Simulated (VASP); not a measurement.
# PbS (I4_1md) in VASP: notebook

Runs on PbS. Level: PBE. Tasks: single point, relaxation of cell and atoms.

Program: VASP 6.6.1. These are calculated values, not measurements. Logs are shortened: lines on timing, memory, paths and dates and some standing lists are left out, and cuts for length are marked.

## Step 1: The cell of the first run

The structure is tetragonal, space group I4_1md (No. 109). Conventional cell: a = 3.868 Å, b = 3.868 Å, c = 14.561 Å, α = 90.00°, β = 90.00°, γ = 90.00°. Within 3.9 Å of Pb (site symmetry 2mm) lie 6 S at 2.99 to 3.10 Å and 4 Pb at 3.87 Å. Within 3.9 Å of S (site symmetry 2mm) lie 6 Pb at 2.99 to 3.10 Å and 4 S at 3.87 Å.

## Step 2: Single point, PBE

INCAR

```
SYSTEM = PbS
PREC = Accurate
ENCUT = 520
EDIFF = 1E-6
ISMEAR = 0
SIGMA = 0.02
LREAL = .False.
LASPH = .True.
NELM = 100
ALGO = Normal
ISIF = 2
LWAVE = .False.
LCHARG = .False.
GGA = PE
NBANDS = 28
```

KPOINTS

```
regular mesh
0
Gamma
  10 10 10
  0 0 0
```

POSCAR

```
PbS
1.0
   -1.9340480192      1.9340480192      7.2806623974
    1.9340480192     -1.9340480192      7.2806623974
    1.9340480192      1.9340480192     -7.2806623974
Pb S
2 2
Direct
    0.2917112516      0.2917112516      0.0000000000
    0.0417112516      0.5417112516      0.5000000000
    0.7082887484      0.7082887484      0.0000000000
    0.4582887484      0.9582887484      0.5000000000
```

Potentials or basis: VASP PAW PBE potentials, release 64 (Pb_d, S).

Launch:

```
$ cat potpaw_PBE.64/Pb_d/POTCAR potpaw_PBE.64/S/POTCAR > POTCAR
$ mpirun -np 1 vasp_std > vasp.out
```

OUTCAR:

```text
SYSTEM = PbS
   PREC = Accurate
   ENCUT = 520
   EDIFF = 1E-6
   ISMEAR = 0
   LREAL = .False.
   LASPH = .True.
   NELM = 100
   ISIF = 2
   GGA = PE

 ion  position               nearest neighbor table
   1  0.292  0.292  0.000-   3 2.99   3 2.99   3 2.99   3 2.99   4 3.10   4 3.10   2 4.12   2 4.12
                             2 4.12   2 4.12
   2  0.042  0.542  0.500-   4 2.99   4 2.99   4 2.99   4 2.99   3 3.10   3 3.10   1 4.12   1 4.12
                             1 4.12   1 4.12
   3  0.708  0.708  0.000-   1 2.99   1 2.99   1 2.99   1 2.99   2 3.10   2 3.10
   4  0.458  0.958  0.500-   2 2.99   2 2.99   2 2.99   2 2.99   1 3.10   1 3.10

  LATTYP: Found a body centered tetragonal cell.
 ALAT       =     3.8680960384
 C/A-ratio  =     3.7644682682

  Lattice vectors:

 A1 = (  -1.9340480192,   1.9340480192,   7.2806623974)
 A2 = (   1.9340480192,  -1.9340480192,   7.2806623974)
 A3 = (   1.9340480192,   1.9340480192,  -7.2806623974)

Analysis of symmetry for initial positions (statically):
=====================================================================
 Subroutine PRICEL returns:
 Original cell was already a primitive cell.

 Routine SETGRP: Setting up the symmetry group for a
 body centered tetragonal supercell.

 Subroutine GETGRP returns: Found  8 space group operations
 (whereof  4 operations were pure point group operations)
 out of a pool of 16 trial point group operations.

The static configuration has the point symmetry C_2v.
 The point group associated with its full space group is C_4v.

Analysis of symmetry for dynamics (positions and initial velocities):
=====================================================================
 Subroutine PRICEL returns:
 Original cell was already a primitive cell.

 Routine SETGRP: Setting up the symmetry group for a
 body centered tetragonal supercell.

 Subroutine GETGRP returns: Found  8 space group operations
 (whereof  4 operations were pure point group operations)
 out of a pool of 16 trial point group operations.

The dynamic configuration has the point symmetry C_2v.
 The point group associated with its full space group is C_4v.

 Subroutine INISYM returns: Found  8 space group operations
 (whereof  4 operations are pure point group operations),
 and found     1 'primitive' translations

----------------------------------------------------------------------------------------

                                     Primitive cell

  volume of cell :     108.9345

  direct lattice vectors                    reciprocal lattice vectors
    -1.934048019  1.934048019  7.280662397     0.000000000  0.258525122  0.068675070
     1.934048019 -1.934048019  7.280662397     0.258525122  0.000000000  0.068675070
     1.934048019  1.934048019 -7.280662397     0.258525122  0.258525122  0.000000000

  length of vectors
     7.777475710  7.777475710  7.777475710     0.267491129  0.267491129  0.365609734

  position of ions in fractional coordinates (direct lattice)
     0.291711252  0.291711252  0.000000000
     0.041711252  0.541711252  0.500000000
     0.708288748  0.708288748  0.000000000
     0.458288748  0.958288748  0.500000000

  ion indices of the primitive-cell ions
   primitive index   ion index
                 1           1
                 2           2
                 3           3
                 4           4

----------------------------------------------------------------------------------------

 KPOINTS: regular mesh

Automatic generation of k-mesh.
 Grid dimensions read from file:
 generate k-points for:   10   10   10

 Generating k-lattice:

  Cartesian coordinates                     Fractional coordinates (reciprocal lattice)
     0.000000000  0.025852512  0.006867507     0.100000000 -0.000000000  0.000000000
     0.025852512  0.000000000  0.006867507    -0.000000000  0.100000000  0.000000000
     0.025852512  0.025852512  0.000000000     0.000000000  0.000000000  0.100000000

  Length of vectors
     0.026749113  0.026749113  0.036560973

  Shift w.r.t. Gamma in fractional coordinates (k-lattice)
     0.000000000  0.000000000  0.000000000

 Subroutine IBZKPT returns following result:
 ===========================================

 Found    102 irreducible k-points:

 Following reciprocal coordinates:
            Coordinates               Weight
  0.000000  0.000000  0.000000      1.000000
  0.100000  0.000000 -0.000000      8.000000
  0.200000  0.000000 -0.000000      8.000000
  0.300000  0.000000 -0.000000      8.000000
  0.400000  0.000000 -0.000000      8.000000
  0.500000  0.000000 -0.000000      4.000000
[... 16 lines left out ...]
  0.300000  0.300000 -0.000000      8.000000
  0.400000  0.300000 -0.000000     16.000000
 [... further k-points ...]
   k-points           NKPTS =    102   k-points in BZ     NKDIM =    102   number of bands    NBANDS=     28
   number of dos      NEDOS =    301   number of ions     NIONS =      4
   total plane-waves  NPLWV = 216000
   dimension x,y,z NGX =    60 NGY =   60 NGZ =   60
   dimension x,y,z NGXF=   120 NGYF=  120 NGZF=  120
   ions per type =               2   2
   NGX,Y,Z   is equivalent  to a cutoff of  12.83, 12.83, 12.83 a.u.
   NGXF,Y,Z  is equivalent  to a cutoff of  25.65, 25.65, 25.65 a.u.
 SYSTEM =  PbS
   PREC   = accura    normal or accurate (medium, high low for compatibility)
   ISTART =      0    job   : 0-new  1-cont  2-samecut
   ICHARG =      2    charge: 1-file 2-atom 10-const
   ISPIN  =      1    spin polarized calculation?
   LNONCOLLINEAR =      F non collinear calculations
   LSORBIT =      F    spin-orbit coupling
   LASPH  =      T    aspherical Exc in radial PAW
   ENCUT  =  520.0 eV  38.22 Ry    6.18 a.u.  14.46 14.46 14.46*2*pi/ulx,y,z
   NELM   =    100;   NELMIN=  2; NELMDL= -5     # of ELM steps
   EDIFF  = 0.1E-05   stopping-criterion for ELM
   LREAL  =      F    real-space projection
   EDIFFG = 0.1E-04   stopping-criterion for IOM
   NSW    =      0    number of steps for IOM
   IBRION =     -1    ionic relax: 0-MD 1-quasi-New 2-CG
   NFREE  =      0    steps in history (QN), initial steepest desc. (CG)
   ISIF   =      2    stress and relaxation
   ISYM   =      2    0-nonsym 1-usesym 2-fastsym
   POTIM  = 0.5000    time-step for ionic-motion
   TEBEG  =    0.0;   TEEND  =   0.0 temperature during run
   PSTRESS=    0.0 pullay stress
   NELECT =      40.0000    total number of electrons
   NUPDOWN=      -1.0000    fix difference up-down
   EMIN   =  10.00;   EMAX   =-10.00  energy-range for DOS
   EFERMI =   0.00;   METHOD = LEGACY
   ISMEAR =     0;   SIGMA  =   0.02  broadening in eV -4-tet -1-fermi 0-gaus
   EFERMI_NEDOS =   21; number of points for ismear=-14 and -15
   IALGO  =     38    algorithm
   IMIX   =      4    mixing-type and parameters
     AMIX     =   0.40;   BMIX     =  1.00
     AMIX_MAG =   1.60;   BMIX_MAG =  1.00
  volume/ion in A,a.u.               =      27.23       183.78
  Fermi-wavevector in a.u.,A,eV,Ry     =   1.172303  2.215331 18.698394  1.374293
  Thomas-Fermi vector in A             =   2.308733
   LORBIT       =      0    0 simple, 1 ext, 2 COOP (PROOUT), +10 PAW based schemes
   GGA     = PE    functional components
   LHFCALC =     F    Hartree Fock is set to
   AEXX    =    0.0000 exact exchange contribution
   IVDW    =     0    specifies the selected vdW correction
   LEPSILON=     F    determine dielectric tensor
   LRPA    =     F    only Hartree local field effects (RPA)
 non-spin polarized calculation
 Gauss-broadening in eV      SIGMA  =   0.02
  energy-cutoff  :      520.00
  volume of cell :      108.93
 maximum number of plane-waves:      2951
 NGX is ok and might be reduce to    60
   NGX = 29   NGY = 29   NGZ = 29

 number of electron      40.0000001 magnetization

 Free energy of the ion-electron system (eV)
  ---------------------------------------------------
  ext. energy  EPLUGINS =         0.00000000
  ---------------------------------------------------
  free energy    TOTEN  =       -17.01929196 eV

  energy without entropy =      -17.01929196  energy(sigma->0) =      -17.01929196

 E-fermi :   5.1988     XC(G=0):  -9.4836

 val. band max:        5.1025136803   @ k =  -0.3000   0.3000   0.3000
 cond. band min:       5.8587544827   @ k =  -0.4000   0.4000   0.1000
 fundamental gap:      0.7562408024
 Fermi energy:         5.1988212487

 k-point     1 :       0.0000    0.0000    0.0000
  band No.  band energies     occupation
      1     -11.6713      2.00000
      2     -11.6678      2.00000
      3     -11.6281      2.00000
      4     -11.6189      2.00000
      5     -11.5945      2.00000
      6     -11.5945      2.00000
[... 20 lines left out ...]
     27      10.6520      0.00000
     28      11.3136      0.00000

 k-point     2 :       0.1000    0.0000   -0.0000
  band No.  band energies     occupation
      1     -11.6685      2.00000
      2     -11.6602      2.00000
      3     -11.6247      2.00000
      4     -11.6132      2.00000
      5     -11.5985      2.00000
      6     -11.5943      2.00000
[... 20 lines left out ...]
     27      11.0598      0.00000
     28      11.5221      0.00000

 k-point     3 :       0.2000    0.0000   -0.0000
  band No.  band energies     occupation
      1     -11.6649      2.00000
      2     -11.6413      2.00000
      3     -11.6200      2.00000
      4     -11.6126      2.00000
      5     -11.5939      2.00000
      6     -11.5891      2.00000
[... 20 lines left out ...]
     27      11.5921      0.00000
     28      12.0317      0.00000

 k-point     4 :       0.3000    0.0000   -0.0000
  band No.  band energies     occupation
      1     -11.6623      2.00000
      2     -11.6401      2.00000
      3     -11.6226      2.00000
      4     -11.6034      2.00000
      5     -11.5933      2.00000
      6     -11.5813      2.00000
[... 578 lines left out ...]
     27      12.3781      0.00000
     28      12.6317      0.00000

 k-point    23 :       0.3000    0.3000   -0.0000
  band No.  band energies     occupation
      1     -11.6437      2.00000
      2     -11.6353      2.00000
      3     -11.6127      2.00000
      4     -11.6106      2.00000
      5     -11.5924      2.00000
      6     -11.5922      2.00000
[... 20 lines left out ...]
     27      12.2794      0.00000
     28      13.0019      0.00000

 k-point    24 :       0.4000    0.3000   -0.0000
  band No.  band energies     occupation
      1     -11.6530      2.00000
      2     -11.6387      2.00000
      3     -11.6182      2.00000
      4     -11.6144      2.00000
      5     -11.6011      2.00000
      6     -11.5957      2.00000
[... 20 lines left out ...]
     27      12.5136      0.00000
     28      12.9654      0.00000

 [... further k-points ...]

------------------------ aborting loop because EDIFF is reached ----------------------------------------

  FORCE on cell =-STRESS in cart. coord.  units (eV):
  Direction    XX          YY          ZZ          XY          YZ          ZX
  --------------------------------------------------------------------------------------
  -------------------------------------------------------------------------------------
  Total       -0.0138327     -0.0138327     -0.0287104      0.0000000      0.0000000      0.0000000
  in kB       -0.2034477     -0.2034477     -0.4222649      0.0000000      0.0000000      0.0000000
  external PRESSURE =      -0.2763868 kB  Pullay stress =       0.0000000 kB

 VOLUME and BASIS-vectors are now :
 -----------------------------------------------------------------------------
  energy-cutoff  :      520.00
  volume of cell :      108.93
      direct lattice vectors                 reciprocal lattice vectors
    -1.934048019  1.934048019  7.280662397     0.000000000  0.258525122  0.068675070
     1.934048019 -1.934048019  7.280662397     0.258525122  0.000000000  0.068675070
     1.934048019  1.934048019 -7.280662397     0.258525122  0.258525122  0.000000000

 POSITION                                       TOTAL-FORCE (eV/Angst)
 -----------------------------------------------------------------------------------
      0.00000      0.00000      4.24770         0.000000     -0.000000      0.006611
      1.93405     -0.00000      0.60737        -0.000000      0.000000      0.006611
      0.00000      0.00000     10.31362        -0.000000      0.000000     -0.006611
      1.93405      0.00000      6.67329         0.000000     -0.000000     -0.006611
 -----------------------------------------------------------------------------------
    total drift:                               -0.000000     -0.000000     -0.000147

  FREE ENERGIE OF THE ION-ELECTRON SYSTEM (eV)
  ---------------------------------------------------
  free  energy   TOTEN  =       -17.0192919639 eV

  energy  without entropy=      -17.0192919639  energy(sigma->0) =      -17.01929196
```

It took 6.9 min on 1 thread of Intel Xeon 6975P-C (Granite Rapids), shared host; peak memory 0.62 GiB.

Results:

```yaml
Free_energy: -17.0193 eV
Pressure: 0.0 GPa
Largest_force: 0.007 eV/Å
Band_gap_on_the_k_mesh: 0.76 eV, indirect (least direct gap 1.76 eV)
```

Forces on the atoms (eV/Å):
```
Pb   0.000  0.000  0.007
Pb   0.000  0.000  0.007
S    0.000  0.000 -0.007
S    0.000  0.000 -0.007
```

Levels at points of the mesh, in eV from the valence-band top:
| k point | band 16 | band 17 | band 18 | band 19 | band 20 | band 21 | band 22 | band 23 | band 24 | band 25 |
| --- | --- | --- | --- | --- | --- | --- | --- | --- | --- | --- |
| (0.00, 0.00, 0.00) | -1.85 | -1.67 | -1.67 | -1.53 | -1.47 | 1.67 | 3.40 | 4.77 | 4.77 | 5.36 |
| (0.50, 0.00, 0.00) | -3.22 | -1.42 | -1.13 | -0.85 | -0.68 | 1.59 | 2.76 | 3.39 | 3.67 | 4.17 |
| (0.50, 0.50, 0.00) | -3.94 | -3.65 | -3.65 | -1.67 | -1.67 | 1.33 | 1.33 | 2.55 | 2.55 | 4.75 |
| (0.50, 0.50, 0.50) | -2.16 | -1.51 | -1.51 | -1.26 | -1.26 | 2.39 | 2.39 | 4.02 | 4.02 | 5.50 |

Caveat: spin-orbit coupling is left out, which moves the levels of the heavy elements. A k mesh can miss the band edges.

## Step 3: Relaxation of cell and atoms, PBE

This run uses another cell than the first one, of 17.86 Å³/atom, 0.656 times its volume.

INCAR

```
SYSTEM = PbS
PREC = Accurate
ENCUT = 600
EDIFF = 1E-6
ISMEAR = 0
SIGMA = 0.1
LREAL = .FALSE.
LASPH = .TRUE.
NELM = 100
ALGO = Normal
ISIF = 3
LWAVE = .FALSE.
LCHARG = .FALSE.
GGA = PE
IBRION = 2
NSW = 90
EDIFFG = -0.04
```

KPOINTS

```
regular mesh
0
G
  8 8 8
  0 0 0
```

POSCAR

```
PbS
1.0
   -1.7410837700      1.7410837700      5.8915488300
    1.7410837700     -1.7410837700      5.8915488300
    1.7410837700      1.7410837700     -5.8915488300
Pb S
2 2
Direct
    0.5420000000      0.5420000000      0.0000000000
    0.2920000000      0.7920000000      0.5000000000
    0.9580000000      0.9580000000      0.0000000000
    0.7080000000      0.2080000000      0.5000000000
```

Potentials or basis: VASP PAW PBE potentials, release 64 (Pb_d, S).

Launch:

```
$ cat potpaw_PBE.64/Pb_d/POTCAR potpaw_PBE.64/S/POTCAR > POTCAR
$ mpirun -np 1 vasp_std > vasp.out
```

It took 24 min on 1 thread of Intel Xeon 6975P-C (Granite Rapids), shared host; peak memory 0.5 GiB.

Results (log left out):

- Free energy: -17.0053 eV
- Relaxed volume: 27.22 Å³/atom
- Relaxed cell: a = 7.780 Å, b = 7.780 Å, c = 7.780 Å, α = 151.23°, β = 151.23°, γ = 41.14°
- Space group after relaxing (to 0.05 Å): I4_1md (No. 109)
- Energy gained by relaxing: 1005.2 meV/atom
- Ionic steps: 9
- Pressure after relaxing: 0.0 GPa
- Largest force after relaxing: 0.003 eV/Å
- Band gap on the k mesh: 0.83 eV, indirect (least direct gap 1.79 eV)

Forces on the atoms (eV/Å):
```
Pb   0.000  0.000 -0.003
Pb   0.000  0.000 -0.003
S    0.000  0.000  0.003
S    0.000  0.000  0.003
```

Step by step:
```tsv
step	energy change (eV)	largest force (eV/Å)	pressure (GPa)	volume (Å³)
1	0.0000	0.2875	48.78	71.44
2	-2.7575	0.1015	-8.07	143.69
3	-3.9471	0.0358	-0.11	107.68
4	-3.9468	0.0326	0.31	106.86
5	-3.9710	0.0348	0.33	107.04
6	-4.0138	0.0251	0.55	107.42
7	-4.0179	0.0131	0.67	107.51
8	-4.0164	0.0247	-0.77	110.62
9	-4.0207	0.0035	0.01	108.89
```

Final structure:
```cif
data_structure
_symmetry_space_group_name_H-M 'P 1'
_symmetry_Int_Tables_number 1
_cell_length_a 7.7803
_cell_length_b 7.7803
_cell_length_c 7.7803
_cell_angle_alpha 151.226
_cell_angle_beta 151.226
_cell_angle_gamma 41.145
_cell_volume 108.89
loop_
_atom_site_label
_atom_site_type_symbol
_atom_site_fract_x
_atom_site_fract_y
_atom_site_fract_z
_atom_site_occupancy
Pb1 Pb 0.54190 0.54190 0.00000 1
Pb2 Pb 0.29190 0.79190 0.50000 1
S1 S 0.95810 0.95810 0.00000 1
S2 S 0.70810 0.20810 0.50000 1
```

Levels at points of the mesh, in eV from the valence-band top:
| k point | band 17 | band 18 | band 19 | band 20 | band 21 | band 22 | band 23 | band 24 |
| --- | --- | --- | --- | --- | --- | --- | --- | --- |
| (0.00, 0.00, 0.00) | -1.63 | -1.63 | -1.50 | -1.41 | 1.70 | 3.44 | 4.80 | 4.80 |
| (0.50, 0.00, 0.00) | -1.38 | -1.09 | -0.81 | -0.65 | 1.63 | 2.81 | 3.43 | 3.72 |
| (0.50, 0.50, 0.00) | -3.61 | -3.61 | -1.64 | -1.64 | 1.37 | 1.37 | 2.57 | 2.57 |
| (0.50, 0.50, 0.50) | -1.47 | -1.47 | -1.22 | -1.22 | 2.44 | 2.44 | 4.05 | 4.05 |

Caveat: the volume moved by over 15 % at a fixed basis, so the end points are rough; spin-orbit coupling is left out, which moves the levels of the heavy elements. A k mesh can miss the band edges.
